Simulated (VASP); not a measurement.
# Lu (P2_1/m) in VASP: a series of runs, part 2 of 3

VASP 6.6.1.

## 4. Single point, PBEsol

The input, INCAR:

```
SYSTEM = Lu
PREC = Accurate
ENCUT = 520
EDIFF = 1E-7
ISMEAR = -1
SIGMA = 0.05
LREAL = .FALSE.
LASPH = .TRUE.
NELM = 80
ALGO = Normal
ISIF = 2
LWAVE = .FALSE.
LCHARG = .FALSE.
GGA = PS
NBANDS = 32
```

The input, KPOINTS:

```
regular mesh
0
G
  7 7 4
  0 0 0
```

The input, POSCAR:

```
Lu
1.0
    3.5031000000      0.0000000000      0.0000000000
   -1.7515500000      3.0337735920      0.0000000000
    0.0000000000      0.0000000000      5.5509000000
Lu
2
Direct
    0.3715565709      0.8155958001      0.2500000000
    1.1284433315      0.1844040048      0.7500000000
```

Potentials or basis: VASP PAW PBE potentials, release 64 (Lu).

On the command line:

```bash
cat potpaw_PBE.64/Lu/POTCAR > POTCAR
mpirun -np 1 vasp_std > vasp.out
```

OUTCAR:

```text
SYSTEM = Lu
   PREC = Accurate
   ENCUT = 520
   EDIFF = 1E-7
   ISMEAR = -1
   LREAL = .FALSE.
   LASPH = .TRUE.
   NELM = 80
   ISIF = 2
   GGA = PS

 ion  position               nearest neighbor table
   1  0.372  0.816  0.250-   2 3.35   2 3.35   2 3.38   2 3.38   2 3.60   2 3.60
   2  0.128  0.184  0.750-   1 3.35   1 3.35   1 3.38   1 3.38   1 3.60   1 3.60

  LATTYP: Found a hexagonal cell.
 ALAT       =     3.5031000000
 C/A-ratio  =     1.5845679541

  Lattice vectors:

 A1 = (   3.5031000000,   0.0000000000,   0.0000000000)
 A2 = (  -1.7515500000,   3.0337735920,   0.0000000000)
 A3 = (   0.0000000000,   0.0000000000,   5.5509000000)

Analysis of symmetry for initial positions (statically):
=====================================================================
 Subroutine PRICEL returns:
 Original cell was already a primitive cell.

 Routine SETGRP: Setting up the symmetry group for a
 hexagonal supercell.

 Subroutine GETGRP returns: Found  4 space group operations
 (whereof  1 operations were pure point group operations)
 out of a pool of 24 trial point group operations.

The static configuration has the point symmetry C_1 .
 The point group associated with its full space group is C_2h.

Analysis of symmetry for dynamics (positions and initial velocities):
=====================================================================
 Subroutine PRICEL returns:
 Original cell was already a primitive cell.

 Routine SETGRP: Setting up the symmetry group for a
 hexagonal supercell.

 Subroutine GETGRP returns: Found  4 space group operations
 (whereof  1 operations were pure point group operations)
 out of a pool of 24 trial point group operations.

The dynamic configuration has the point symmetry C_1 .
 The point group associated with its full space group is C_2h.

 Subroutine INISYM returns: Found  4 space group operations
 (whereof  1 operations are pure point group operations),
 and found     1 'primitive' translations

----------------------------------------------------------------------------------------

                                     Primitive cell

  volume of cell :      58.9928

  direct lattice vectors                    reciprocal lattice vectors
     3.503100000  0.000000000  0.000000000     0.285461448  0.164811244  0.000000000
    -1.751550000  3.033773592  0.000000000     0.000000000  0.329622488  0.000000000
     0.000000000  0.000000000  5.550900000     0.000000000  0.000000000  0.180150967

  length of vectors
     3.503100000  3.503100000  5.550900000     0.329622488  0.329622488  0.180150967

  position of ions in fractional coordinates (direct lattice)
     0.371556571  0.815595800  0.250000000
     0.128443332  0.184404005  0.750000000

  ion indices of the primitive-cell ions
   primitive index   ion index
                 1           1
                 2           2

----------------------------------------------------------------------------------------

 KPOINTS: regular mesh

Automatic generation of k-mesh.
 Grid dimensions read from file:
 generate k-points for:    7    7    4

 Generating k-lattice:

  Cartesian coordinates                     Fractional coordinates (reciprocal lattice)
     0.040780207  0.023544463  0.000000000     0.142857143  0.000000000  0.000000000
     0.000000000  0.047088927  0.000000000     0.000000000  0.142857143  0.000000000
     0.000000000  0.000000000  0.045037742     0.000000000  0.000000000  0.250000000

  Length of vectors
     0.047088927  0.047088927  0.045037742

  Shift w.r.t. Gamma in fractional coordinates (k-lattice)
     0.000000000  0.000000000  0.000000000

 Subroutine IBZKPT returns following result:
 ===========================================

 Found     75 irreducible k-points:

 Following reciprocal coordinates:
            Coordinates               Weight
  0.000000  0.000000  0.000000      1.000000
  0.142857  0.000000  0.000000      2.000000
  0.000000  0.142857  0.000000      2.000000
 -0.142857  0.142857  0.000000      2.000000
  0.285714  0.000000  0.000000      2.000000
  0.000000  0.285714  0.000000      2.000000
[... 16 lines left out ...]
  0.285714  0.285714  0.000000      2.000000
 -0.285714 -0.428571  0.000000      2.000000
 [... further k-points ...]
   k-points           NKPTS =     75   k-points in BZ     NKDIM =     75   number of bands    NBANDS=     32
   number of dos      NEDOS =    301   number of ions     NIONS =      2
   total plane-waves  NPLWV =  32928
   dimension x,y,z NGX =    28 NGY =   28 NGZ =   42
   dimension x,y,z NGXF=    56 NGYF=   56 NGZF=   84
   ions per type =               2
   NGX,Y,Z   is equivalent  to a cutoff of  13.29, 13.29, 12.58 a.u.
   NGXF,Y,Z  is equivalent  to a cutoff of  26.58, 26.58, 25.16 a.u.
 SYSTEM =  Lu
   PREC   = accura    normal or accurate (medium, high low for compatibility)
   ISTART =      0    job   : 0-new  1-cont  2-samecut
   ICHARG =      2    charge: 1-file 2-atom 10-const
   ISPIN  =      1    spin polarized calculation?
   LNONCOLLINEAR =      F non collinear calculations
   LSORBIT =      F    spin-orbit coupling
   LASPH  =      T    aspherical Exc in radial PAW
   ENCUT  =  520.0 eV  38.22 Ry    6.18 a.u.   6.51  6.51 10.32*2*pi/ulx,y,z
   NELM   =     80;   NELMIN=  2; NELMDL= -5     # of ELM steps
   EDIFF  = 0.1E-06   stopping-criterion for ELM
   LREAL  =      F    real-space projection
   EDIFFG = 0.1E-05   stopping-criterion for IOM
   NSW    =      0    number of steps for IOM
   IBRION =     -1    ionic relax: 0-MD 1-quasi-New 2-CG
   NFREE  =      0    steps in history (QN), initial steepest desc. (CG)
   ISIF   =      2    stress and relaxation
   ISYM   =      2    0-nonsym 1-usesym 2-fastsym
   POTIM  = 0.5000    time-step for ionic-motion
   TEBEG  =    0.0;   TEEND  =   0.0 temperature during run
   PSTRESS=    0.0 pullay stress
   NELECT =      50.0000    total number of electrons
   NUPDOWN=      -1.0000    fix difference up-down
   EMIN   =  10.00;   EMAX   =-10.00  energy-range for DOS
   EFERMI =   0.00;   METHOD = LEGACY
   ISMEAR =    -1;   SIGMA  =   0.05  broadening in eV -4-tet -1-fermi 0-gaus
   EFERMI_NEDOS =   21; number of points for ismear=-14 and -15
   IALGO  =     38    algorithm
   IMIX   =      4    mixing-type and parameters
     AMIX     =   0.40;   BMIX     =  1.00
     AMIX_MAG =   1.60;   BMIX_MAG =  1.00
  volume/ion in A,a.u.               =      29.50       199.05
  Fermi-wavevector in a.u.,A,eV,Ry     =   1.549287  2.927727 32.657919  2.400289
  Thomas-Fermi vector in A             =   2.654115
   LORBIT       =      0    0 simple, 1 ext, 2 COOP (PROOUT), +10 PAW based schemes
   GGA     = PS    functional components
   LHFCALC =     F    Hartree Fock is set to
   AEXX    =    0.0000 exact exchange contribution
   IVDW    =     0    specifies the selected vdW correction
   LEPSILON=     F    determine dielectric tensor
   LRPA    =     F    only Hartree local field effects (RPA)
 non-spin polarized calculation
  energy-cutoff  :      520.00
  volume of cell :       58.99
 maximum number of plane-waves:      1640
 NGX is ok and might be reduce to    28
   NGX = 13   NGY = 13   NGZ = 21

 number of electron      49.9999992 magnetization

 Free energy of the ion-electron system (eV)
  ---------------------------------------------------
  ext. energy  EPLUGINS =         0.00000000
  ---------------------------------------------------
  free energy    TOTEN  =        -9.83051008 eV

  energy without entropy =       -9.80452676  energy(sigma->0) =       -9.81751842

 E-fermi :   2.0271     XC(G=0): -10.7108

 val. band max:        1.9739643561   @ k =   0.4286   0.4286   0.2500
 cond. band min:       2.0370220942   @ k =   0.2857   0.1429   0.2500
 fundamental gap:      0.0630577381
 Fermi energy:         2.0270920629

 k-point     1 :       0.0000    0.0000    0.0000
  band No.  band energies     occupation
      1     -54.1861      2.00000
      2     -54.1525      2.00000
      3     -25.1167      2.00000
      4     -24.7185      2.00000
      5     -24.6582      2.00000
      6     -24.6281      2.00000
[... 24 lines left out ...]
     31       5.1469      0.00000
     32       6.1138      0.00000
[... 774 lines left out ...]
      2     -54.1508      2.00000
      3     -24.9652      2.00000
      4     -24.9160      2.00000
      5     -24.8429      2.00000
      6     -24.8189      2.00000
[... 24 lines left out ...]
     31       6.8795      0.00000
     32       7.8769      0.00000

 [... further k-points ...]

------------------------ aborting loop because EDIFF is reached ----------------------------------------

  FORCE on cell =-STRESS in cart. coord.  units (eV):
  Direction    XX          YY          ZZ          XY          YZ          ZX
  --------------------------------------------------------------------------------------
  -------------------------------------------------------------------------------------
  Total       -1.1647376     -0.9279911     -1.2372753     -0.2541692      0.0000000      0.0000000
  in kB      -31.6329418    -25.2031782    -33.6029826     -6.9029452      0.0000000      0.0000000
  external PRESSURE =     -30.1463675 kB  Pullay stress =       0.0000000 kB

 VOLUME and BASIS-vectors are now :
 -----------------------------------------------------------------------------
  energy-cutoff  :      520.00
  volume of cell :       58.99
      direct lattice vectors                 reciprocal lattice vectors
     3.503100000  0.000000000  0.000000000     0.285461448  0.164811244  0.000000000
    -1.751550000  3.033773592  0.000000000     0.000000000  0.329622488  0.000000000
     0.000000000  0.000000000  5.550900000     0.000000000  0.000000000  0.180150967

 POSITION                                       TOTAL-FORCE (eV/Angst)
 -----------------------------------------------------------------------------------
     -0.12696      2.47433      1.38773         0.341693      0.124988      0.000000
      0.12696      0.55944      4.16318        -0.341693     -0.124988      0.000000
 -----------------------------------------------------------------------------------
    total drift:                               -0.000848      0.001471     -0.000000

  FREE ENERGIE OF THE ION-ELECTRON SYSTEM (eV)
  ---------------------------------------------------
  free  energy   TOTEN  =        -9.8305100756 eV

  energy  without entropy=       -9.8045267620  energy(sigma->0) =       -9.81751842
```

OSZICAR:

```text
N       E                     dE             d eps       ncg     rms          rms(c)
DAV:   1     0.233698104273E+03    0.23370E+03   -0.19219E+04  6968   0.510E+03
DAV:   2     0.190162053452E+02   -0.21468E+03   -0.20722E+03  5208   0.546E+02
DAV:   3    -0.741738488509E+01   -0.26434E+02   -0.26060E+02  6800   0.115E+02
DAV:   4    -0.995792661999E+01   -0.25405E+01   -0.25238E+01  7496   0.243E+01
DAV:   5    -0.100273021014E+02   -0.69375E-01   -0.69342E-01  7280   0.428E+00    0.494E+00
DAV:   6    -0.986951707048E+01    0.15779E+00   -0.49593E-01  7480   0.928E+00    0.226E+00
DAV:   7    -0.983399162940E+01    0.35525E-01   -0.10142E-01  7056   0.190E+00    0.457E-01
DAV:   8    -0.983034050151E+01    0.36511E-02   -0.12963E-02  7792   0.913E-01    0.136E-01
DAV:   9    -0.983050704136E+01   -0.16654E-03   -0.15016E-03  6272   0.254E-01    0.857E-02
DAV:  10    -0.983050980274E+01   -0.27614E-05   -0.24772E-04  7536   0.128E-01    0.700E-03
DAV:  11    -0.983051086027E+01   -0.10575E-05   -0.10829E-05  6560   0.221E-02    0.910E-03
DAV:  12    -0.983051017385E+01    0.68642E-06   -0.12812E-06  6128   0.858E-03    0.990E-04
DAV:  13    -0.983051004217E+01    0.13167E-06   -0.48756E-08  3672   0.258E-03    0.262E-04
DAV:  14    -0.983051007564E+01   -0.33464E-07   -0.17192E-08  3664   0.108E-03
   1 F= -.98305101E+01 E0= -.98175184E+01  d E =-.259833E-01
```

stdout:

```text
POSCAR found type information on POSCAR Lu
 POSCAR found :  1 types and       2 ions
 scaLAPACK will be used
 -----------------------------------------------------------------------------
|                                                                             |
|                                                                             |
|     You enforced a specific xc type in the INCAR file but a different       |
|     I HOPE YOU KNOW WHAT YOU ARE DOING!                                     |
|                                                                             |
 -----------------------------------------------------------------------------

 LDA part: xc-table for (Slater+PW92), standard interpolation
 POSCAR, INCAR and KPOINTS ok, starting setup
 FFT: planning ... GRIDC
 FFT: planning ... GRID_SOFT
 FFT: planning ... GRID
 WAVECAR not read
 entering main loop
```

Wall time 64 s (1 thread of Intel Xeon 6975P-C (Granite Rapids), shared host); peak memory 0.25 GiB.

Results:

- Free energy: -9.8305 eV
- Pressure: -3.0 GPa
- Largest force: 0.364 eV/Å
- Band gap on the k mesh: zero (band 25 reaches 3.15 eV, above the bottom of band 26 at 1.51 eV)

Forces in eV/Å, atoms in the order of the input:
```
Lu   0.342  0.125  0.000
Lu  -0.342 -0.125  0.000
```

Stress tensor (GPa, compression positive):
```
-3.16 -0.69  0.00
-0.69 -2.52  0.00
 0.00  0.00 -3.36
```

Levels at points of the mesh, in eV from the Fermi level:
| k point | band 23 | band 24 | band 25 | band 26 | band 27 | band 28 |
| --- | --- | --- | --- | --- | --- | --- |
| (0.00, 0.00, 0.00) | -4.86 | -2.42 | 0.56 | 2.06 | 2.06 | 2.35 |
| (0.00, 0.00, 0.50) | -4.37 | -4.37 | 1.12 | 1.12 | 2.08 | 2.08 |

Caveat: the PAW data sets were made with another functional, which shifts forces and pressure a little; spin-orbit coupling is left out, which moves the levels of the heavy elements.

[end of part 2 of 3]
